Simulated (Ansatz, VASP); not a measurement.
# Ca in VASP and in Ansatz

INCAR

```
SYSTEM = Ca
PREC = Accurate ; ENCUT = 520
EDIFF = 1E-6 ; ISMEAR = 1
SIGMA = 0.01 ; LREAL = .False.
LASPH = .True. ; NELM = 60
ALGO = Normal ; ISIF = 2
LWAVE = .False. ; LCHARG = .False.
GGA = PE ; NBANDS = 11
```

The input KPOINTS:

```
Automatic mesh
0
Gamma
  10 10 10
  0 0 0
```

POSCAR

```
Ca
1.0
    0.0000000000      2.7627089163      2.7627089163
    2.7627089163      0.0000000000      2.7627089163
    2.7627089163      2.7627089163      0.0000000000
Ca
1
Direct
    0.0000000000      0.0000000000      0.0000000000
```

Input for Ansatz:

```yaml
crystal:
  lattice:
    - [0.0, 2.7627089163, 2.7627089163]
    - [2.7627089163, 0.0, 2.7627089163]
    - [2.7627089163, 2.7627089163, 0.0]
  atoms:
    - { symbol: Ca, position: [0.0, 0.0, 0.0] }
hamiltonian:
  xc: pbe
  pseudopotentials:
    kind: paw
    azcp:
      Ca: "pseudopotentials/Ca.paw.azcp"
basis:
  ecutwfc: 420
  fft_grid_basis: typed
kpoints:
  mp_grid: { grid: [10, 10, 10], shift: [0, 0, 0] }
magnetization:
  spin_polarized: false
scf:
  occupations: { method: methfessel_paxton, width: 0.01 }
  lower_state_search: "off"
output:
  stress: true
```

Alike in both runs: task single point; functional PBE; k mesh 10 × 10 × 10; occupations methfessel-paxton of order 1, width 0.01 eV; no spin polarisation.

|  | VASP | Ansatz |
| --- | --- | --- |
| version | VASP 6.6.1 | Ansatz 0.2.0 |
| potentials or method | VASP PAW PBE potentials, release 64 (Ca_sv), cutoff 520 eV | plane waves (420 eV) with PAW, scalar-relativistic |
| valence electrons in the cell | 10 | 10 |

```tsv
	VASP	Ansatz	Ansatz less VASP
pressure (GPa)	0.0	0.0	0.00
```
